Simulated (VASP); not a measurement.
# ScAl2As3 (P3m1) in VASP: further runs

Runs on ScAl2As3. Level: PBEsol. Tasks: single point, relaxation of cell and atoms.

All numbers are computed with VASP 6.6.1; they aren't measurements. Logs are shortened: lines on timing, memory, paths and dates and some standing lists are left out, and cuts for length are marked.

**1. The cell of the first run**

Symmetry: P3m1, No. 156, trigonal system. Conventional cell: a = 4.057 Å, b = 4.057 Å, c = 10.257 Å, α = 90.00°, β = 90.00°, γ = 120.00°. Within 3.4 Å of Sc (site symmetry 3m) lie 4 As at 2.58 to 2.66 Å. Within 3.3 Å of Al (site symmetry 3m) lie 4 As at 2.46 to 2.48 Å. Within 3.2 Å of Al (site symmetry 3m) lie 4 As at 2.46 to 2.47 Å. As (site symmetry 3m) has 4 Al at 2.46 to 2.47 Å within 3.3 Å. Within 3.2 Å of As (site symmetry 3m) lie 1 Al at 2.46 Å and 3 Sc at 2.58 Å. As (site symmetry 3m) has 3 Al at 2.48 Å and 1 Sc at 2.66 Å within 3.3 Å.

**2. Single point, PBEsol**

The input, INCAR:

```
SYSTEM = ScAl2As3
ALGO = Normal
EDIFF = 1E-6
ENCUT = 520
GGA = PS
ISIF = 2
ISMEAR = -1
LASPH = .TRUE.
LCHARG = .TRUE.
LELF = .TRUE.
LREAL = .FALSE.
LVHAR = .TRUE.
LWAVE = .FALSE.
NBANDS = 25
NELM = 80
PREC = Accurate
SIGMA = 0.03
```

The input, KPOINTS:

```
k-points
0
G
  6 6 2
  0 0 0
```

The input, POSCAR:

```
ScAl2As3
1.0
    4.0574171999      0.0000000031      0.0000000000
   -2.0287086026      3.5138263673      0.0000000000
    0.0000000000      0.0000000000     10.2568889560
Sc Al As
1 2 3
Direct
    0.3333333333      0.6666666667      0.6701505450
    0.0000000000      0.0000000000      1.0091515063
    0.6666666667      0.3333333333      0.3262455246
    0.0000000000      0.0000000000      0.2493371693
    0.6666666667      0.3333333333      0.5657014766
    0.3333333333      0.6666666667      0.9294137781
```

Potentials or basis: VASP PAW PBE potentials, release 64 (Sc_sv, Al, As).

Started as:

```sh
> cat potpaw_PBE.64/Sc_sv/POTCAR potpaw_PBE.64/Al/POTCAR potpaw_PBE.64/As/POTCAR > POTCAR
> mpirun -np 1 vasp_std > vasp.out
```

OUTCAR:

```text
SYSTEM = ScAl2As3
   EDIFF = 1E-6
   ENCUT = 520
   GGA = PS
   ISIF = 2
   ISMEAR = -1
   LASPH = .TRUE.
   LREAL = .FALSE.
   NELM = 80
   PREC = Accurate

 ion  position               nearest neighbor table
   1  0.333  0.667  0.670-   5 2.58   5 2.58   5 2.58   6 2.66
   2  0.000  0.000  0.009-   4 2.46   6 2.48   6 2.48   6 2.48
   3  0.667  0.333  0.326-   5 2.46   4 2.47   4 2.47   4 2.47
   4  0.000  0.000  0.249-   2 2.46   3 2.47   3 2.47   3 2.47
   5  0.667  0.333  0.566-   3 2.46   1 2.58   1 2.58   1 2.58
   6  0.333  0.667  0.929-   2 2.48   2 2.48   2 2.48   1 2.66

  LATTYP: Found a hexagonal cell.
 ALAT       =     4.0574171999
 C/A-ratio  =     2.5279354946

  Lattice vectors:

 A1 = (   4.0574171999,   0.0000000031,   0.0000000000)
 A2 = (  -2.0287086026,   3.5138263673,   0.0000000000)
 A3 = (   0.0000000000,   0.0000000000,  10.2568889560)

Analysis of symmetry for initial positions (statically):
=====================================================================
 Subroutine PRICEL returns:
 Original cell was already a primitive cell.

 Routine SETGRP: Setting up the symmetry group for a
 hexagonal supercell.

 Subroutine GETGRP returns: Found  6 space group operations
 (whereof  6 operations were pure point group operations)
 out of a pool of 24 trial point group operations.

The static configuration has the point symmetry C_3v.

Analysis of symmetry for dynamics (positions and initial velocities):
=====================================================================
 Subroutine PRICEL returns:
 Original cell was already a primitive cell.

 Routine SETGRP: Setting up the symmetry group for a
 hexagonal supercell.

 Subroutine GETGRP returns: Found  6 space group operations
 (whereof  6 operations were pure point group operations)
 out of a pool of 24 trial point group operations.

The dynamic configuration has the point symmetry C_3v.

 Subroutine INISYM returns: Found  6 space group operations
 (whereof  6 operations are pure point group operations),
 and found     1 'primitive' translations

----------------------------------------------------------------------------------------

                                     Primitive cell

  volume of cell :     146.2331

  direct lattice vectors                    reciprocal lattice vectors
     4.057417200  0.000000003  0.000000000     0.246462207  0.142295022  0.000000000
    -2.028708603  3.513826367  0.000000000    -0.000000000  0.284590044  0.000000000
     0.000000000  0.000000000 10.256888956     0.000000000  0.000000000  0.097495450

  length of vectors
     4.057417200  4.057417200 10.256888956     0.284590044  0.284590044  0.097495450

  position of ions in fractional coordinates (direct lattice)
     0.333333333  0.666666667  0.670150545
     0.000000000  0.000000000  0.009151506
     0.666666667  0.333333333  0.326245525
     0.000000000  0.000000000  0.249337169
     0.666666667  0.333333333  0.565701477
     0.333333333  0.666666667  0.929413778

  ion indices of the primitive-cell ions
   primitive index   ion index
                 1           1
                 2           2
                 3           3
                 4           4
                 5           5
                 6           6

----------------------------------------------------------------------------------------

 KPOINTS: k-points

Automatic generation of k-mesh.
 Grid dimensions read from file:
 generate k-points for:    6    6    2

 Generating k-lattice:

  Cartesian coordinates                     Fractional coordinates (reciprocal lattice)
     0.041077035  0.023715837  0.000000000     0.166666667  0.000000000  0.000000000
    -0.000000000  0.047431674  0.000000000     0.000000000  0.166666667  0.000000000
     0.000000000  0.000000000  0.048747725     0.000000000  0.000000000  0.500000000

  Length of vectors
     0.047431674  0.047431674  0.048747725

  Shift w.r.t. Gamma in fractional coordinates (k-lattice)
     0.000000000  0.000000000  0.000000000

 Subroutine IBZKPT returns following result:
 ===========================================

 Found     14 irreducible k-points:

 Following reciprocal coordinates:
            Coordinates               Weight
  0.000000  0.000000  0.000000      1.000000
  0.166667 -0.000000  0.000000      6.000000
  0.333333  0.000000  0.000000      6.000000
  0.500000  0.000000  0.000000      3.000000
  0.166667  0.166667  0.000000      6.000000
  0.333333  0.166667  0.000000     12.000000
  0.333333  0.333333  0.000000      2.000000
  0.000000  0.000000  0.500000      1.000000
  0.166667 -0.000000  0.500000      6.000000
  0.333333  0.000000  0.500000      6.000000
  0.500000  0.000000  0.500000      3.000000
  0.166667  0.166667  0.500000      6.000000
  0.333333  0.166667  0.500000     12.000000
  0.333333  0.333333  0.500000      2.000000
   k-points           NKPTS =     14   k-points in BZ     NKDIM =     14   number of bands    NBANDS=     25
   number of dos      NEDOS =    301   number of ions     NIONS =      6
   total plane-waves  NPLWV =  72000
   dimension x,y,z NGX =    30 NGY =   30 NGZ =   80
   dimension x,y,z NGXF=    60 NGYF=   60 NGZF=  160
   ions per type =               1   2   3
   NGX,Y,Z   is equivalent  to a cutoff of  12.29, 12.29, 12.97 a.u.
   NGXF,Y,Z  is equivalent  to a cutoff of  24.58, 24.58, 25.93 a.u.
 SYSTEM =  ScAl2As3
   PREC   = accura    normal or accurate (medium, high low for compatibility)
   ISTART =      0    job   : 0-new  1-cont  2-samecut
   ICHARG =      2    charge: 1-file 2-atom 10-const
   ISPIN  =      1    spin polarized calculation?
   LNONCOLLINEAR =      F non collinear calculations
   LSORBIT =      F    spin-orbit coupling
   LASPH  =      T    aspherical Exc in radial PAW
   ENCUT  =  520.0 eV  38.22 Ry    6.18 a.u.   7.54  7.54 19.07*2*pi/ulx,y,z
   NELM   =     80;   NELMIN=  2; NELMDL= -5     # of ELM steps
   EDIFF  = 0.1E-05   stopping-criterion for ELM
   LREAL  =      F    real-space projection
   EDIFFG = 0.1E-04   stopping-criterion for IOM
   NSW    =      0    number of steps for IOM
   IBRION =     -1    ionic relax: 0-MD 1-quasi-New 2-CG
   NFREE  =      0    steps in history (QN), initial steepest desc. (CG)
   ISIF   =      2    stress and relaxation
   ISYM   =      2    0-nonsym 1-usesym 2-fastsym
   POTIM  = 0.5000    time-step for ionic-motion
   TEBEG  =    0.0;   TEEND  =   0.0 temperature during run
   PSTRESS=    0.0 pullay stress
   NELECT =      32.0000    total number of electrons
   NUPDOWN=      -1.0000    fix difference up-down
   EMIN   =  10.00;   EMAX   =-10.00  energy-range for DOS
   EFERMI =   0.00;   METHOD = LEGACY
   ISMEAR =    -1;   SIGMA  =   0.03  broadening in eV -4-tet -1-fermi 0-gaus
   EFERMI_NEDOS =   21; number of points for ismear=-14 and -15
   IALGO  =     38    algorithm
   IMIX   =      4    mixing-type and parameters
     AMIX     =   0.40;   BMIX     =  1.00
     AMIX_MAG =   1.60;   BMIX_MAG =  1.00
  volume/ion in A,a.u.               =      24.37       164.47
  Fermi-wavevector in a.u.,A,eV,Ry     =   0.986528  1.864268 13.241712  0.973238
  Thomas-Fermi vector in A             =   2.117916
   LORBIT       =      0    0 simple, 1 ext, 2 COOP (PROOUT), +10 PAW based schemes
   GGA     = PS    functional components
   LHFCALC =     F    Hartree Fock is set to
   AEXX    =    0.0000 exact exchange contribution
   IVDW    =     0    specifies the selected vdW correction
   LEPSILON=     F    determine dielectric tensor
   LRPA    =     F    only Hartree local field effects (RPA)
 non-spin polarized calculation
  energy-cutoff  :      520.00
  volume of cell :      146.23
 maximum number of plane-waves:      3966
   NGX = 15   NGY = 15   NGZ = 39

 number of electron      31.9999997 magnetization

 Free energy of the ion-electron system (eV)
  ---------------------------------------------------
  ext. energy  EPLUGINS =         0.00000000
  ---------------------------------------------------
  free energy    TOTEN  =       -33.23426811 eV

  energy without entropy =      -33.23426811  energy(sigma->0) =      -33.23426811

 E-fermi :   3.5529     XC(G=0):  -9.1088

 val. band max:        2.9710722055   @ k =   0.0000   0.0000   0.5000
 cond. band min:       4.1438607149   @ k =   0.5000   0.0000   0.0000
 fundamental gap:      1.1727885094
 Fermi energy:         3.5528729924

 k-point     1 :       0.0000    0.0000    0.0000
  band No.  band energies     occupation
      1     -45.9121      2.00000
      2     -24.6503      2.00000
      3     -24.6421      2.00000
      4     -24.6421      2.00000
      5      -8.3200      2.00000
      6      -7.5087      2.00000
[... 17 lines left out ...]
     24       7.2894      0.00000
     25       7.8238      0.00000

 k-point     2 :       0.1667   -0.0000    0.0000
  band No.  band energies     occupation
      1     -45.9113      2.00000
      2     -24.6556      2.00000
      3     -24.6468      2.00000
      4     -24.6447      2.00000
      5      -8.0975      2.00000
      6      -7.3181      2.00000
[... 17 lines left out ...]
     24       7.7436      0.00000
     25       8.0549      0.00000

 k-point     3 :       0.3333    0.0000    0.0000
  band No.  band energies     occupation
      1     -45.9099      2.00000
      2     -24.6781      2.00000
      3     -24.6501      2.00000
      4     -24.6445      2.00000
      5      -7.5257      2.00000
      6      -6.8788      2.00000
[... 272 lines left out ...]
 k-point    13 :       0.3333    0.1667    0.5000
  band No.  band energies     occupation
      1     -45.9092      2.00000
      2     -24.6841      2.00000
      3     -24.6582      2.00000
      4     -24.6430      2.00000
      5      -7.1127      2.00000
      6      -6.6678      2.00000
[... 17 lines left out ...]
     24       7.6884      0.00000
     25       7.9490      0.00000

 k-point    14 :       0.3333    0.3333    0.5000
  band No.  band energies     occupation
      1     -45.9088      2.00000
      2     -24.6813      2.00000
      3     -24.6682      2.00000
      4     -24.6423      2.00000
      5      -6.8605      2.00000
      6      -6.5235      2.00000
[... 17 lines left out ...]
     24       8.2653      0.00000
     25       9.1138      0.00000

------------------------ aborting loop because EDIFF is reached ----------------------------------------

  FORCE on cell =-STRESS in cart. coord.  units (eV):
  Direction    XX          YY          ZZ          XY          YZ          ZX
  --------------------------------------------------------------------------------------
  -------------------------------------------------------------------------------------
  Total        0.2235942      0.2235942      0.2444489      0.0000000      0.0000000     -0.0000000
  in kB        2.4497712      2.4497712      2.6782622      0.0000000      0.0000000     -0.0000000
  external PRESSURE =       2.5259349 kB  Pullay stress =       0.0000000 kB

 VOLUME and BASIS-vectors are now :
 -----------------------------------------------------------------------------
  energy-cutoff  :      520.00
  volume of cell :      146.23
      direct lattice vectors                 reciprocal lattice vectors
     4.057417200  0.000000003  0.000000000     0.246462207  0.142295022  0.000000000
    -2.028708603  3.513826367  0.000000000    -0.000000000  0.284590044  0.000000000
     0.000000000  0.000000000 10.256888956     0.000000000  0.000000000  0.097495450

 POSITION                                       TOTAL-FORCE (eV/Angst)
 -----------------------------------------------------------------------------------
     -0.00000      2.34255      6.87366         0.000000     -0.000000      0.013148
      0.00000      0.00000      0.09387         0.000000      0.000000     -0.004181
      2.02871      1.17128      3.34626         0.000000      0.000000     -0.004435
      0.00000      0.00000      2.55742         0.000000      0.000000      0.002999
      2.02871      1.17128      5.80234        -0.000000      0.000000     -0.007187
     -0.00000      2.34255      9.53289        -0.000000      0.000000     -0.000343
 -----------------------------------------------------------------------------------
    total drift:                                0.000000     -0.000000     -0.001053

  FREE ENERGIE OF THE ION-ELECTRON SYSTEM (eV)
  ---------------------------------------------------
  free  energy   TOTEN  =       -33.2342681071 eV

  energy  without entropy=      -33.2342681068  energy(sigma->0) =      -33.23426811
```

It took 1.9 min on 1 thread of Intel Xeon 8259CL, shared host; peak memory 0.28 GiB.

What came out:

| Item | Value |
| --- | --- |
| Free energy | -33.2343 eV |
| Pressure | 0.3 GPa |
| Largest force | 0.013 eV/Å |
| Band gap on the k mesh | 1.17 eV (least direct gap 1.52 eV) |

Forces in eV/Å, atoms in the order of the input:
```
Sc   0.000  0.000  0.013
Al   0.000  0.000 -0.004
Al   0.000  0.000 -0.004
As   0.000  0.000  0.003
As   0.000  0.000 -0.007
As   0.000  0.000  0.000
```

Caveat: the PAW data sets were made with another functional, which shifts forces and pressure a little. A k mesh can miss the band edges.

**3. Relaxation of cell and atoms, PBEsol**

This run uses another cell than the first one, of 19.79 Å³/atom.

The input, INCAR:

```
ALGO     = Normal         # electronic algorithm
EDIFF    = 1E-6           # SCF threshold, eV
EDIFFG   = -0.01          # ionic threshold
ENCUT    = 600            # plane-wave cutoff, eV
GGA      = PS             # functional
IBRION   = 2              # ionic algorithm
ISIF     = 3              # what is computed and relaxed
ISMEAR   = -1             # smearing method
LASPH    = True           # aspherical terms in the spheres
LCHARG   = False          # write CHGCAR
LREAL    = False          # projectors in reciprocal space
LWAVE    = False          # write WAVECAR
NELM     = 60             # most SCF steps
NSW      = 100            # ionic steps
PREC     = Accurate       # precision mode
SIGMA    = 0.03           # smearing width, eV
```

The input, KPOINTS:

```
k-points
0
Gamma
  6 6 2
```

The input, POSCAR:

```
ScAl2As3
1.0
    3.8351674700      0.0000000000      0.0000000000
   -1.9175837400      3.3213524600      0.0000000000
    0.0000000000      0.0000000000      9.3203493800
Sc Al As
1 2 3
Direct
    0.3333333300      0.6666666700      0.6641085800
    0.0000000000      0.0000000000      0.9968616400
    0.6666666700      0.3333333300      0.3376419600
    0.0000000000      0.0000000000      0.2503703200
    0.6666666700      0.3333333300      0.5920876800
    0.3333333300      0.6666666700      0.9089298200
```

Potentials or basis: VASP PAW PBE potentials, release 64 (Sc_sv, Al, As).

Started as:

```sh
> cat potpaw_PBE.64/Sc_sv/POTCAR potpaw_PBE.64/Al/POTCAR potpaw_PBE.64/As/POTCAR > POTCAR
> mpirun -np 1 vasp_std > vasp.out
```

It took 16 min on 1 thread of Intel Xeon 8259CL, shared host; peak memory 0.31 GiB.

It converged, with:

| Quantity | Value |
| --- | --- |
| Free energy | -33.2332 eV |
| Relaxed volume | 24.46 Å³/atom |
| Relaxed cell | a = 4.062 Å, b = 4.062 Å, c = 10.273 Å, α = 90.00°, β = 90.00°, γ = 120.00° |
| Space group after relaxing (to 0.1 Å) | P3m1 (No. 156) |
| Energy gained by relaxing | 371.5 meV/atom |
| Ionic steps | 19 |
| Pressure after relaxing | 0.0 GPa |
| Largest force after relaxing | 0.009 eV/Å |
| Band gap on the k mesh | 1.17 eV (least direct gap 1.52 eV) |

Forces on the atoms (eV/Å):
```
Sc   0.000  0.000 -0.009
Al   0.000  0.000  0.001
Al   0.000  0.000 -0.004
As   0.000  0.000  0.003
As   0.000  0.000  0.000
As   0.000  0.000  0.009
```

Step by step:
```
step  energy change (eV)  largest force (eV/Å)  pressure (GPa)  volume (Å³)
   1              0.0000                3.1437           23.07       118.72
   2             -1.3095                0.6009           -7.57       174.72
   3             -2.0176                0.9483           -0.49       149.46
   4             -2.0177                0.9651           -0.21       148.80
   5             -2.0839                0.5851           -0.22       148.51
   6             -2.1192                0.6118           -0.13       148.06
   7             -2.1551                0.4428           -0.11       147.75
   8             -2.2029                0.3132            0.00       146.88
   9             -2.2034                0.3435            0.02       146.77
  10             -2.2152                0.2589            0.01       146.84
  11             -2.2215                0.2106            0.02       146.93
  12             -2.2254                0.1450           -0.03       147.00
  13             -2.2271                0.0756           -0.09       147.09
  14             -2.2283                0.0470           -0.01       146.87
  15             -2.2286                0.0328            0.04       146.72
  16             -2.2286                0.0327            0.04       146.71
  17             -2.2287                0.0246           -0.01       146.81
  18             -2.2288                0.0186           -0.06       146.90
  19             -2.2288                0.0088            0.00       146.77
```

Final structure:
```cif
data_structure
_symmetry_space_group_name_H-M 'P 1'
_symmetry_Int_Tables_number 1
_cell_length_a 4.0617
_cell_length_b 4.0617
_cell_length_c 10.2726
_cell_angle_alpha 90.000
_cell_angle_beta 90.000
_cell_angle_gamma 120.000
_cell_volume 146.77
loop_
_atom_site_label
_atom_site_type_symbol
_atom_site_fract_x
_atom_site_fract_y
_atom_site_fract_z
_atom_site_occupancy
Sc1 Sc 0.33333 0.66667 0.67027 1
Al1 Al 0.00000 0.00000 0.00912 1
Al2 Al 0.66667 0.33333 0.32629 1
As1 As 0.00000 0.00000 0.24928 1
As2 As 0.66667 0.33333 0.56571 1
As3 As 0.33333 0.66667 0.92933 1
```

Levels at points of the mesh, in eV from the valence-band top:
| k point | band 12 | band 13 | band 14 | band 15 | band 16 | band 17 | band 18 | band 19 | band 20 |
| --- | --- | --- | --- | --- | --- | --- | --- | --- | --- |
| (0.00, 0.00, 0.00) | -0.45 | -0.36 | -0.36 | -0.08 | -0.08 | 1.77 | 2.32 | 2.34 | 2.34 |
| (0.50, 0.00, 0.00) | -1.73 | -1.62 | -1.18 | -1.02 | -0.35 | 1.17 | 1.74 | 2.47 | 2.85 |
| (0.00, 0.00, 0.50) | -0.77 | -0.48 | -0.48 | 0.00 | 0.00 | 1.99 | 2.35 | 2.35 | 2.59 |
| (0.50, 0.00, 0.50) | -1.88 | -1.76 | -1.08 | -0.73 | -0.44 | 1.51 | 1.71 | 2.14 | 2.80 |

Caveat: the volume moved by over 15 % at a fixed basis, so the end points are rough; the PAW data sets were made with another functional, which shifts forces and pressure a little.
